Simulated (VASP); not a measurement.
Here is a VASP 6.6.1 calculation.

The input INCAR:

```
  PREC = Accurate
  ENCUT = 600
  EDIFF = 1E-7
  ISMEAR = 0
  SIGMA = 0.1
  LREAL = False
  LASPH = True
  NELM = 60
  ALGO = Normal
  ISIF = 3
  LWAVE = False
  LCHARG = False
  GGA = PE
  IBRION = 2
  NSW = 90
  EDIFFG = -0.04
```

The input KPOINTS:

```
Automatic mesh
0
Gamma
  6 6 4
```

The input POSCAR:

```
TaN
1.0
    2.5219209500      0.0000000000      0.0000000000
   -1.2609604700      2.1840476100      0.0000000000
    0.0000000000      0.0000000000      5.1168896400
Ta N
1 1
Direct
    0.3333333300      0.6666666700      0.8709125200
    0.6666666700      0.3333333300      0.5868791800
```

Potentials or basis: VASP PAW PBE potentials, release 64 (Ta_pv, N).

Command:

```console
$ cat potpaw_PBE.64/Ta_pv/POTCAR potpaw_PBE.64/N/POTCAR > POTCAR
$ mpirun -np 1 vasp_std > vasp.out
```

(1) Estimate the relaxed volume.

(2) Predict the band gap on the k mesh.

## Answers

(1) 16.00 Å³/atom.

(2) zero (band 8 reaches 5.36 eV, above the bottom of band 9 at 3.19 eV).

Caveat: the k points lie up to 0.49 Å⁻¹ apart in the final cell; spin-orbit coupling is left out, which moves the levels of the heavy elements.
